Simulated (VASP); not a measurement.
Set up this calculation in VASP 6.6.1, as the native input.

```
Task                   : single point
Functional             : r2SCAN
Potentials or basis    : VASP PAW PBE potentials, release 64 (Zn, S)
Cutoff                 : 520 eV
k mesh                 : 4 × 4 × 4
Occupations            : gaussian, width 0.05 eV
Spin                   : no spin polarisation
Dipole correction      : no
Further INCAR settings : ALGO = Normal; EDIFF = 1e-06; NBANDS = 46
```

ZnS:

```
Zn S
1.0
     5.30674    0.08099    0.10158
    -0.08099   -5.47429   -0.09021
    -0.10158   -0.09021   -5.42593
Zn S
4 4
Direct
  0.05204 0.53153 0.53395
  0.52182 0.02905 0.46746
  0.46910 0.53090 0.98647
  0.01183 0.02023 0.98437
  0.74418 0.67461 0.73859
  0.23351 0.21162 0.73205
  0.21071 0.79002 0.25641
  0.75680 0.21204 0.30071
```

This cell differs from its parent crystal: atoms moved at random and the cell strained at random.

One way to write it, as run:

POSCAR

```
ZnS
1.0
    5.3067423866      0.0809886742      0.1015779871
   -0.0809886742     -5.4742937994     -0.0902058946
   -0.1015779871     -0.0902058946     -5.4259311724
Zn S
4 4
Direct
    0.0520416413      0.5315295216      0.5339515352
    0.5218225463      0.0290476322      0.4674560608
    0.4690981762      0.5308973587     -0.0135325991
    0.0118347130      0.0202333072     -0.0156318731
    0.7441774681      0.6746126388      0.7385886813
    0.2335128885      0.2116151510      0.7320539335
    0.2107097103      0.7900206790      0.2564085629
    0.7568028563      0.2120437116      0.3007056984
```

INCAR.step1

```
SYSTEM = ZnS
ALGO = Normal
EDIFF = 1E-4
ENCUT = 520
GGA = PE
ISMEAR = 0
LASPH = .True.
LCHARG = .False.
LREAL = .False.
LWAVE = .True.
NBANDS = 46
NELM = 100
PREC = Accurate
SIGMA = 0.05
```

INCAR.step2

```
SYSTEM = ZnS
ALGO = Normal
EDIFF = 1E-6
ENCUT = 520
ISIF = 2
ISMEAR = 0
ISTART = 1
LASPH = .True.
LCHARG = .False.
LMIXTAU = .True.
LREAL = .False.
LWAVE = .False.
METAGGA = R2SCAN
NBANDS = 46
NELM = 100
PREC = Accurate
SIGMA = 0.05
```

KPOINTS

```
k-points
0
Gamma
  4 4 4
  0 0 0
```

Potentials or basis: VASP PAW PBE potentials, release 64 (Zn, S).

Launch:

```sh
$ cat potpaw_PBE.64/Zn/POTCAR potpaw_PBE.64/S/POTCAR > POTCAR
$ cp INCAR.step1 INCAR
$ mpirun -np 1 vasp_std > vasp.out
$ cp INCAR.step2 INCAR
$ mpirun -np 1 vasp_std > vasp.out
```

It gave:

* Pressure: 8.0 GPa
* Largest force: 10.462 eV/Å
* Band gap on the k mesh: 1.90 eV

Caveat: the cell differs from its parent crystal (atoms moved at random and the cell strained at random); the stress differs along the axes, from 5 to 12 GPa; the PAW data sets were made with another functional, which shifts forces and pressure a little.

Wall time 18 min on 1 thread of Oxide Virtual Turin-like Processor, with other jobs on the host, peak memory 0.35 GiB.
